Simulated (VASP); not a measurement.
Crystal: Ru.

```
CELL_PARAMETERS angstrom
2.67753 0.00000 0.00000
-1.33877 2.31881 0.00000
0.00000 0.00000 4.21813
ATOMIC_POSITIONS crystal
Ru 0.33333 0.66667 0.25000
Ru 0.66667 0.33333 0.75000
```

Base run:

- Program: VASP 6.6.1
- Functional: LDA
- Potentials or basis: VASP PAW LDA potentials, release 64 (Ru_pv)
- Cutoff: 520 eV
- k mesh: 13 × 13 × 8
- Occupations: methfessel-paxton, width 0.1 eV
- Spin: no spin polarisation

Its results: band gap on the k mesh zero (bands 14 and 15 overlap by 3.28 eV); pressure 0.7 GPa.

Problem. After a change of settings the same cell gave: band gap on the k mesh zero (bands 14 and 15 overlap by 3.29 eV); pressure -0.1 GPa. Which change was it?
A. k mesh from 13 × 13 × 8 to 2 × 2 × 1; occupations from methfessel-paxton, width 0.1 eV to fermi-dirac, width 0.1 eV
B. occupations from methfessel-paxton, width 0.1 eV to methfessel-paxton, width 1 eV
C. occupations from methfessel-paxton, width 0.1 eV to methfessel-paxton, width 0.03 eV; further incar settings from ALGO = Normal; EDIFF = 1e-06; NBANDS = 21 to ALGO = Normal; EDIFF = 1e-07; NBANDS = 21
D. k mesh from 13 × 13 × 8 to 11 × 11 × 6; occupations from methfessel-paxton, width 0.1 eV to fermi-dirac, width 0.1 eV

Solution. B.

Caveats: so wide a smearing shifts energies and pressures (at least some runs).
